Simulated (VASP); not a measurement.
The system is EuS.

```
CELL_PARAMETERS angstrom
0.00000 2.97850 2.97850
2.97850 0.00000 2.97850
2.97850 2.97850 0.00000
ATOMIC_POSITIONS crystal
Eu 0.00000 0.00000 0.00000
S 0.50000 0.50000 0.50000
```

Base run:

```yaml
Program: VASP 6.6.1
Functional: PBEsol
Potentials_or_basis: VASP PAW PBE potentials, release 64 (Eu, S)
Cutoff: 600 eV
k_mesh: 10 × 10 × 10
Occupations: fermi-dirac, width 0.15 eV
Spin: collinear spin, ferromagnetic start
Starting_moments: "[9.1, 0.0] μB"
Hubbard_terms: Eu f U = 3.0 eV
```

Its results: pressure -3.7 GPa; net moment 6.98 μB per cell; site moments Eu +6.66; S -0.07 μB.

Question: The run is repeated on the same cell with these changes: hubbard terms from Eu f U = 3.0 eV to none. What comes out?

Answer: Pressure -5.9 GPa; net moment 6.91 μB per cell; site moments Eu +6.56; S -0.07 μB.

Caveats: the cell stands under tension; the PAW data sets were made with another functional, which shifts forces and pressure a little; a cell with one magnetic atom can't hold antiferromagnetic order, which such compounds often take.
